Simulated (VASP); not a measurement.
# ZrB2 (P6/mmm) in VASP: notebook

Runs on ZrB2. Level: PBEsol. Tasks: relaxation of cell and atoms.

Program: VASP 6.6.1. These are calculated values, not measurements. Logs are shortened: lines on timing, memory, paths and dates and some standing lists are left out, and cuts for length are marked.

### 1 The cell of the first run

The structure is hexagonal, space group P6/mmm (No. 191). Conventional cell: a = 3.155 Å, b = 3.155 Å, c = 3.506 Å, α = 90.00°, β = 90.00°, γ = 120.00°. Zr (site symmetry 6/mmm) has 12 B at 2.53 Å and 6 Zr at 3.16 Å within 3.3 Å. Within 2.4 Å of B (site symmetry -6m2) lie 3 B at 1.82 Å.

### 2 Relaxation of cell and atoms, PBEsol, target pressure 7 GPa, at which the enthalpy is minimised

Input file INCAR:

```
SYSTEM = ZrB2
ALGO = Normal
EDIFF = 1E-7
EDIFFG = -0.002
ENCUT = 600
GGA = PS
IBRION = 2
ISIF = 3
ISMEAR = -1
LASPH = .True.
LCHARG = .False.
LREAL = .False.
LWAVE = .False.
NELM = 60
NSW = 100
PREC = Accurate
PSTRESS = 70.0
SIGMA = 0.1
```

Input file KPOINTS:

```
k-points
0
Gamma
  16 16 12
  0 0 0
```

Input file POSCAR:

```
ZrB2
1.0
    3.1552029036      0.0000000000      0.0000000000
   -1.5776014518      2.7324858686      0.0000000000
    0.0000000000      0.0000000000      3.5063834979
Zr B
1 2
Direct
    0.0000000000      0.0000000000      0.0000000000
    0.3333333333      0.6666666667      0.5000000000
    0.6666666667      0.3333333333      0.5000000000
```

Potentials or basis: VASP PAW PBE potentials, release 64 (Zr_sv, B).

On the command line:

```sh
> cat potpaw_PBE.64/Zr_sv/POTCAR potpaw_PBE.64/B/POTCAR > POTCAR
> mpirun -np 1 vasp_std > vasp.out
```

OUTCAR:

```text
SYSTEM = ZrB2
   EDIFF = 1E-7
   EDIFFG = -0.002
   ENCUT = 600
   GGA = PS
   IBRION = 2
   ISIF = 3
   ISMEAR = -1
   LASPH = .True.
   LREAL = .False.
   NELM = 60
   NSW = 100
   PREC = Accurate
   PSTRESS = 70.0

 ion  position               nearest neighbor table
   1  0.000  0.000  0.000-   2 2.53   3 2.53   2 2.53   3 2.53   2 2.53   2 2.53   3 2.53   3 2.53
                             3 2.53   3 2.53   2 2.53   2 2.53
   2  0.333  0.667  0.500-   3 1.82   3 1.82   3 1.82   1 2.53   1 2.53   1 2.53   1 2.53   1 2.53
                             1 2.53
   3  0.667  0.333  0.500-   2 1.82   2 1.82   2 1.82   1 2.53   1 2.53   1 2.53   1 2.53   1 2.53
                             1 2.53

  LATTYP: Found a hexagonal cell.
 ALAT       =     3.1552029036
 C/A-ratio  =     1.1113020636

  Lattice vectors:

 A1 = (   3.1552029036,   0.0000000000,   0.0000000000)
 A2 = (  -1.5776014518,   2.7324858686,   0.0000000000)
 A3 = (   0.0000000000,   0.0000000000,   3.5063834979)

Analysis of symmetry for initial positions (statically):
=====================================================================
 Subroutine PRICEL returns:
 Original cell was already a primitive cell.

 Routine SETGRP: Setting up the symmetry group for a
 hexagonal supercell.

 Subroutine GETGRP returns: Found 24 space group operations
 (whereof 24 operations were pure point group operations)
 out of a pool of 24 trial point group operations.

The static configuration has the point symmetry D_6h.

Analysis of symmetry for dynamics (positions and initial velocities):
=====================================================================
 Subroutine PRICEL returns:
 Original cell was already a primitive cell.

 Routine SETGRP: Setting up the symmetry group for a
 hexagonal supercell.

 Subroutine GETGRP returns: Found 24 space group operations
 (whereof 24 operations were pure point group operations)
 out of a pool of 24 trial point group operations.

The dynamic configuration has the point symmetry D_6h.

 Subroutine INISYM returns: Found 24 space group operations
 (whereof 24 operations are pure point group operations),
 and found     1 'primitive' translations

----------------------------------------------------------------------------------------

                                     Primitive cell

  volume of cell :      30.2305

  direct lattice vectors                    reciprocal lattice vectors
     3.155202904  0.000000000  0.000000000     0.316936828  0.182983563  0.000000000
    -1.577601452  2.732485869  0.000000000     0.000000000  0.365967126  0.000000000
     0.000000000  0.000000000  3.506383498     0.000000000  0.000000000  0.285194133

  length of vectors
     3.155202904  3.155202904  3.506383498     0.365967126  0.365967126  0.285194133

  position of ions in fractional coordinates (direct lattice)
     0.000000000  0.000000000  0.000000000
     0.333333333  0.666666667  0.500000000
     0.666666667  0.333333333  0.500000000

  ion indices of the primitive-cell ions
   primitive index   ion index
                 1           1
                 2           2
                 3           3

----------------------------------------------------------------------------------------

 KPOINTS: k-points

Automatic generation of k-mesh.
 Grid dimensions read from file:
 generate k-points for:   16   16   12

 Generating k-lattice:

  Cartesian coordinates                     Fractional coordinates (reciprocal lattice)
     0.019808552  0.011436473  0.000000000     0.062500000  0.000000000  0.000000000
     0.000000000  0.022872945  0.000000000     0.000000000  0.062500000  0.000000000
     0.000000000  0.000000000  0.023766178     0.000000000  0.000000000  0.083333333

  Length of vectors
     0.022872945  0.022872945  0.023766178

  Shift w.r.t. Gamma in fractional coordinates (k-lattice)
     0.000000000  0.000000000  0.000000000

 Subroutine IBZKPT returns following result:
 ===========================================

 Found    210 irreducible k-points:

 Following reciprocal coordinates:
            Coordinates               Weight
  0.000000  0.000000  0.000000      1.000000
  0.062500  0.000000  0.000000      6.000000
  0.125000  0.000000  0.000000      6.000000
  0.187500  0.000000  0.000000      6.000000
  0.250000  0.000000  0.000000      6.000000
  0.312500  0.000000  0.000000      6.000000
[... 16 lines left out ...]
  0.187500  0.187500  0.000000      6.000000
  0.250000  0.187500  0.000000     12.000000
 [... further k-points ...]
   k-points           NKPTS =    210   k-points in BZ     NKDIM =    210   number of bands    NBANDS=     13
   number of dos      NEDOS =    301   number of ions     NIONS =      3
   total plane-waves  NPLWV =  21952
   dimension x,y,z NGX =    28 NGY =   28 NGZ =   28
   dimension x,y,z NGXF=    56 NGYF=   56 NGZF=   56
   ions per type =               1   2
   NGX,Y,Z   is equivalent  to a cutoff of  14.75, 14.75, 13.28 a.u.
   NGXF,Y,Z  is equivalent  to a cutoff of  29.51, 29.51, 26.55 a.u.
 SYSTEM =  ZrB2
   PREC   = accura    normal or accurate (medium, high low for compatibility)
   ISTART =      0    job   : 0-new  1-cont  2-samecut
   ICHARG =      2    charge: 1-file 2-atom 10-const
   ISPIN  =      1    spin polarized calculation?
   LNONCOLLINEAR =      F non collinear calculations
   LSORBIT =      F    spin-orbit coupling
   LASPH  =      T    aspherical Exc in radial PAW
   ENCUT  =  600.0 eV  44.10 Ry    6.64 a.u.   6.30  6.30  7.00*2*pi/ulx,y,z
   NELM   =     60;   NELMIN=  2; NELMDL= -5     # of ELM steps
   EDIFF  = 0.1E-06   stopping-criterion for ELM
   LREAL  =      F    real-space projection
   EDIFFG = -.2E-02   stopping-criterion for IOM
   NSW    =    100    number of steps for IOM
   IBRION =      2    ionic relax: 0-MD 1-quasi-New 2-CG
   NFREE  =      1    steps in history (QN), initial steepest desc. (CG)
   ISIF   =      3    stress and relaxation
   ISYM   =      2    0-nonsym 1-usesym 2-fastsym
   POTIM  = 0.5000    time-step for ionic-motion
   TEBEG  =    0.0;   TEEND  =   0.0 temperature during run
   PSTRESS=   70.0 pullay stress
   NELECT =      18.0000    total number of electrons
   NUPDOWN=      -1.0000    fix difference up-down
   EMIN   =  10.00;   EMAX   =-10.00  energy-range for DOS
   EFERMI =   0.00;   METHOD = LEGACY
   ISMEAR =    -1;   SIGMA  =   0.10  broadening in eV -4-tet -1-fermi 0-gaus
   EFERMI_NEDOS =   21; number of points for ismear=-14 and -15
   IALGO  =     38    algorithm
   IMIX   =      4    mixing-type and parameters
     AMIX     =   0.40;   BMIX     =  1.00
     AMIX_MAG =   1.60;   BMIX_MAG =  1.00
  volume/ion in A,a.u.               =      10.08        68.00
  Fermi-wavevector in a.u.,A,eV,Ry     =   1.377265  2.602653 25.808325  1.896858
  Thomas-Fermi vector in A             =   2.502434
   LORBIT       =      0    0 simple, 1 ext, 2 COOP (PROOUT), +10 PAW based schemes
   GGA     = PS    functional components
   LHFCALC =     F    Hartree Fock is set to
   AEXX    =    0.0000 exact exchange contribution
   IVDW    =     0    specifies the selected vdW correction
   LEPSILON=     F    determine dielectric tensor
   LRPA    =     F    only Hartree local field effects (RPA)
 conjugate gradient relaxation of ions
 non-spin polarized calculation
  energy-cutoff  :      600.00
  volume of cell :       30.23
 maximum number of plane-waves:      1024
 NGX is ok and might be reduce to    28
   NGX = 13   NGY = 13   NGZ = 15

--------------------------------------- Ionic step        1  -------------------------------------------

 number of electron      18.0000000 magnetization

 Free energy of the ion-electron system (eV)
  ---------------------------------------------------
  ext. energy  EPLUGINS =         0.00000000
  ---------------------------------------------------
  free energy    TOTEN  =       -26.40887460 eV

  energy without entropy =      -26.40048556  energy(sigma->0) =      -26.40468008

------------------------ aborting loop because EDIFF is reached ----------------------------------------

  FORCE on cell =-STRESS in cart. coord.  units (eV):
  Direction    XX          YY          ZZ          XY          YZ          ZX
  --------------------------------------------------------------------------------------
  -------------------------------------------------------------------------------------
  Total        0.0583427      0.0583427      0.0578514      0.0000000      0.0000000      0.0000000
  in kB        3.0920910      3.0920910      3.0660568      0.0000000      0.0000000      0.0000000
  external PRESSURE =     -66.9165870 kB  Pullay stress =      70.0000000 kB
[... 258 lines left out ...]
  enthalpy is  TOTEN    =       -25.1042336987 eV   P V=        1.2881830329

--------------------------------------- Ionic step        8  -------------------------------------------

 number of electron      18.0000000 magnetization

 Free energy of the ion-electron system (eV)
  ---------------------------------------------------
  ext. energy  EPLUGINS =         0.00000000
  ---------------------------------------------------
  free energy    TOTEN  =       -26.39193415 eV

  energy without entropy =      -26.38379136  energy(sigma->0) =      -26.38786275

 E-fermi :  10.8983     XC(G=0): -12.7375

 val. band max:       10.8586156554   @ k =   0.0625   0.0625   0.5000
 cond. band min:      10.9023883460   @ k =   0.1875   0.1875   0.0833
 fundamental gap:      0.0437726905
 Fermi energy:        10.8983477790

 k-point     1 :       0.0000    0.0000    0.0000
  band No.  band energies     occupation
      1     -37.4601      2.00000
      2     -15.7113      2.00000
      3     -15.0875      2.00000
      4     -15.0875      2.00000
      5      -1.9847      2.00000
      6       8.1627      2.00000
      7       8.1627      2.00000
      8       8.1943      2.00000
      9       8.6395      2.00000
     10      14.4882      0.00000
     11      14.4882      0.00000
     12      15.3512      0.00000
     13      15.3512      0.00000
[... 353 lines left out ...]
 k-point    24 :       0.2500    0.1875    0.0000
  band No.  band energies     occupation
      1     -37.3371      2.00000
      2     -15.9331      2.00000
      3     -15.5300      2.00000
      4     -15.4433      2.00000
      5       0.6074      2.00000
      6       4.4239      2.00000
      7       6.0398      2.00000
      8       7.3352      2.00000
      9      10.4979      1.96420
     10      11.0119      0.48629
     11      12.2128      0.00000
     12      16.5246      0.00000
     13      17.4873      0.00000

 [... further k-points ...]
[... 5 lines left out ...]
  --------------------------------------------------------------------------------------
  -------------------------------------------------------------------------------------
  Total        1.2879970      1.2879970      1.2891490      0.0000000     -0.0000000      0.0000000
  in kB       70.0163070     70.0163070     70.0789327      0.0000000     -0.0000000      0.0000000
  external PRESSURE =       0.0371822 kB  Pullay stress =      70.0000000 kB
[... 18 lines left out ...]
  FREE ENERGIE OF THE ION-ELECTRON SYSTEM (eV)
  ---------------------------------------------------
  free  energy   TOTEN  =       -26.3919341509 eV

  energy  without entropy=      -26.3837913581  energy(sigma->0) =      -26.38786275

  enthalpy is  TOTEN    =       -25.1042371540 eV   P V=        1.2876969969

 reached required accuracy - stopping structural energy minimisation
```

Run time: 4.8 min. Hardware: 1 thread of Intel Xeon Platinum 8488C (Sapphire Rapids), shared host; peak memory 0.25 GiB.

What came out:

* Free energy: -26.3919 eV
* Relaxed volume: 9.82 Å³/atom
* Relaxed cell: a = 3.130 Å, b = 3.130 Å, c = 3.474 Å, α = 90.00°, β = 90.00°, γ = 120.00°
* Space group after relaxing (to 0.1 Å): P6/mmm (No. 191)
* Energy change on relaxing (the run minimises the enthalpy): +5.6 meV/atom
* Ionic steps: 8
* Pressure after relaxing: 7.0 GPa
* Band gap on the k mesh: zero (bands 9 and 10 overlap by 1.18 eV)

The path:
```csv
step,energy change (eV),largest force (eV/Å),pressure (GPa),volume (Å³)
1,0.0000,0.0000,0.31,30.23
2,0.0970,0.0000,17.78,28.43
3,0.0166,0.0000,6.94,29.48
4,0.0172,0.0000,7.08,29.47
5,0.0173,0.0000,7.08,29.47
6,0.0173,0.0000,7.08,29.46
7,0.0165,0.0000,6.90,29.48
8,0.0169,0.0000,7.00,29.47
```

Final structure:
```
CELL_PARAMETERS angstrom
3.13012 0.00000 0.00000
-1.56506 2.71076 0.00000
0.00000 0.00000 3.47355
ATOMIC_POSITIONS crystal
Zr 0.00000 0.00000 0.00000
B 0.33333 0.66667 0.50000
B 0.66667 0.33333 0.50000
```

Levels at points of the mesh, in eV from the Fermi level:
```tsv
k point	band 6	band 7	band 8	band 9	band 10	band 11	band 12	band 13
(0.00, 0.00, 0.00)	-2.74	-2.74	-2.70	-2.26	3.59	3.59	4.45	4.45
(0.50, 0.00, 0.00)	-8.46	-4.02	-3.09	-2.83	2.35	2.42	5.20	5.32
(0.00, 0.00, 0.50)	-7.08	-0.97	-0.97	0.29	0.29	0.80	0.80	2.00
(0.50, 0.00, 0.50)	-6.98	-4.78	-4.28	-1.88	4.01	4.30	5.61	6.73
```

Caveat: the cell is relaxed towards a set pressure, so the run minimises the enthalpy, not the energy; the PAW data sets were made with another functional, which shifts forces and pressure a little.

### 3 Relaxation of cell and atoms, PBEsol, target pressure 10 GPa, at which the enthalpy is minimised

Input file INCAR:

```
ALGO = Normal
EDIFF = 1E-6
EDIFFG = -0.002
ENCUT = 600
GGA = PS
IBRION = 2
ISIF = 3
ISMEAR = -1
LASPH = T
LCHARG = F
LREAL = F
LWAVE = F
NELM = 100
NSW = 100
PREC = Accurate
PSTRESS = 100.0
SIGMA = 0.1
```

Input file KPOINTS:

```
k-points
0
Gamma
  16 16 12
```

POSCAR is that of step 2.

Potentials or basis: VASP PAW PBE potentials, release 64 (Zr_sv, B).

On the command line:

```sh
> cat potpaw_PBE.64/Zr_sv/POTCAR potpaw_PBE.64/B/POTCAR > POTCAR
> mpirun -np 1 vasp_std > vasp.out
```

Run time: 4.5 min. Hardware: 1 thread of Intel Xeon Platinum 8488C (Sapphire Rapids), shared host; peak memory 0.25 GiB.

Results (log left out):

| Item | Value |
| --- | --- |
| Free energy | -26.3754 eV |
| Relaxed volume | 9.72 Å³/atom |
| Relaxed cell | a = 3.120 Å, b = 3.120 Å, c = 3.460 Å, α = 90.00°, β = 90.00°, γ = 120.00° |
| Space group after relaxing (to 0.1 Å) | P6/mmm (No. 191) |
| Energy change on relaxing (the run minimises the enthalpy) | +11.1 meV/atom |
| Ionic steps | 11 |
| Pressure after relaxing | 10.0 GPa |
| Band gap on the k mesh | zero (bands 9 and 10 overlap by 1.19 eV) |

The path:
```tsv
step	energy change (eV)	largest force (eV/Å)	pressure (GPa)	volume (Å³)
1	0.0000	0.0000	0.33	30.23
2	0.2058	0.0000	27.08	27.65
3	0.0324	0.0000	9.86	29.18
4	0.0337	0.0000	10.06	29.16
5	0.0338	0.0000	10.06	29.16
6	0.0338	0.0000	10.06	29.16
7	0.0338	0.0000	10.06	29.16
8	0.0338	0.0000	10.07	29.16
9	0.0328	0.0000	9.95	29.17
10	0.0332	0.0000	9.97	29.16
11	0.0334	0.0000	9.99	29.16
```

Final structure:
```xyz
3
Lattice="3.1197 0.0000 0.0000 -1.5599 2.7018 0.0000 0.0000 0.0000 3.4598" Properties=species:S:1:pos:R:3 pbc="T T T"
Zr    0.0000    0.0000    0.0000
B     0.0000    1.8012    1.7299
B     1.5599    0.9006    1.7299
```

Levels at points of the mesh, in eV from the Fermi level:
```tsv
k point	band 5	band 6	band 7	band 8	band 9	band 10	band 11	band 12	band 13
(0.00, 0.00, 0.00)	-12.93	-2.76	-2.76	-2.73	-2.24	3.64	3.64	4.51	4.51
(0.50, 0.00, 0.00)	-9.18	-8.46	-4.05	-3.10	-2.86	2.37	2.46	5.26	5.40
(0.00, 0.00, 0.50)	-10.63	-7.11	-0.98	-0.98	0.28	0.28	0.81	0.81	2.04
(0.50, 0.00, 0.50)	-10.15	-6.99	-4.82	-4.32	-1.85	4.08	4.35	5.69	6.84
```

Caveat: the cell is relaxed towards a set pressure, so the run minimises the enthalpy, not the energy; the PAW data sets were made with another functional, which shifts forces and pressure a little.

The gap in the log of VASP goes by the Fermi energy; the results here count the filled bands.